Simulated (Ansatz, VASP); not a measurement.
# Two plane-wave programs on Li

File POSCAR:

```
Li
1.0
   -1.7546500000      1.7546500000      1.7546500000
    1.7546500000     -1.7546500000      1.7546500000
    1.7546500000      1.7546500000     -1.7546500000
Li
1
Direct
    0.0000000000      0.0000000000      0.0000000000
```

INCAR.step1

```
ALGO = Normal ; EDIFF = 1E-4
ENCUT = 600 ; GGA = PE
ISMEAR = 0 ; LASPH = True
LCHARG = False ; LREAL = False
LWAVE = True ; NELM = 100
PREC = Accurate ; SIGMA = 0.1
```

Contents of INCAR.step2:

```
ALGO = Normal ; EDIFF = 1E-6
EDIFFG = -0.005 ; ENCUT = 600
IBRION = 2 ; ISIF = 3
ISMEAR = 0 ; ISTART = 1
LASPH = True ; LCHARG = False
LMIXTAU = True ; LREAL = False
LWAVE = False ; METAGGA = R2SCAN
NELM = 100 ; NSW = 100
PREC = Accurate ; SIGMA = 0.1
```

KPOINTS

```
k-points
0
Gamma
  16 16 16
```

Input for Ansatz:

```yaml
crystal:
  lattice:
    - [-1.75465, 1.75465, 1.75465]
    - [1.75465, -1.75465, 1.75465]
    - [1.75465, 1.75465, -1.75465]
  atoms:
    - { symbol: Li, position: [0.0, 0.0, 0.0] }
basis:
  ecutwfc: 500
kpoints:
  mp_grid: { grid: [16, 16, 16] }
hamiltonian:
  xc: r2scan
scf:
  occupations: { method: gaussian, width: 0.1 }
output:
  forces: true
  stress: true
  eigenvalues: true
relax:
  adjacent_minimum: "off"
  f_tol: 0.005
  max_steps: 80
  cell: { stress_tol: 0.05 }
```

Alike in both runs: task relaxation of cell and atoms; functional r2SCAN; k mesh 16 × 16 × 16; occupations gaussian, width 0.1 eV; no spin polarisation.

|  | VASP | Ansatz |
| --- | --- | --- |
| version | VASP 6.6.1 | Ansatz 0.2.0 |
| potentials or method | VASP PAW PBE potentials, release 64 (Li_sv), cutoff 600 eV | scalar-relativistic, plane waves, PAW |
| valence electrons in the cell | 3 | 3 |

VASP gave:

```
gap on the k mesh at the Fermi level, each at its own relaxed structure (eV) : none
relaxed volume (Å³/atom)                                                     : 20.58
relaxed cell length with the largest relative difference (Å)                 : 2.990
```

Question: Which values does Ansatz return?

Answer: gap on the k mesh at the Fermi level, each at its own relaxed structure (eV): none; relaxed volume (Å³/atom): 21.01; relaxed cell length with the largest relative difference (Å): 3.011.

VASP's potentials were made for PBE, not for r2SCAN. A gap of «none» marks a metal or a gap that the smearing closes.

Noted on VASP's run: the cutoff is short for stress, so the pressure is rough.
